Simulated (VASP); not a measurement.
Write the native input for VASP 6.6.1 that does the following.

| Item | Value |
| --- | --- |
| Task | single point |
| Functional | LDA |
| Potentials or basis | VASP PAW LDA potentials, release 64 (Cu, O) |
| Cutoff | 520 eV |
| k mesh | 8 × 8 × 8 |
| Occupations | fermi-dirac, width 0.05 eV |
| Spin | no spin polarisation |
| Dipole correction | no |
| Further INCAR settings | ALGO = Normal; EDIFF = 1e-07; NBANDS = 16 |

The structure of CuO lies in POSCAR:

```
CuO
1.0
    2.5565195024      0.0000000000      0.0000000000
    0.0000000000      2.5565195024      0.0000000000
    0.0000000000      0.0000000000      2.5565195024
Cu O
1 1
Direct
    0.0000000000      0.0000000000      0.0000000000
    0.5000000000      0.5000000000      0.5000000000
```

One way to write it, as run:

INCAR

```
PREC = Accurate ; ENCUT = 520
EDIFF = 1E-7 ; ISMEAR = -1
SIGMA = 0.05 ; LREAL = F
LASPH = T ; NELM = 60
ALGO = Normal ; ISIF = 2
LWAVE = F ; LCHARG = F
GGA = CA ; NBANDS = 16
```

KPOINTS

```
Automatic mesh
0
Gamma
  8 8 8
```

Potentials or basis: VASP PAW LDA potentials, release 64 (Cu, O).

The run is started by

```console
$ cat potpaw_LDA.64/Cu/POTCAR potpaw_LDA.64/O/POTCAR > POTCAR
$ mpirun -np 1 vasp_std > vasp.out
```

Results of the run:

```
Pressure : 0.7 GPa
```

Caveat: an odd number of electrons without spin polarisation forces a metal; a magnetic or distorted state may lie lower.

It took 9.4 s on 1 thread of AMD EPYC 7R43 64-Core Processor (Zen 3), with other jobs on the host, peak memory 0.09 GiB.
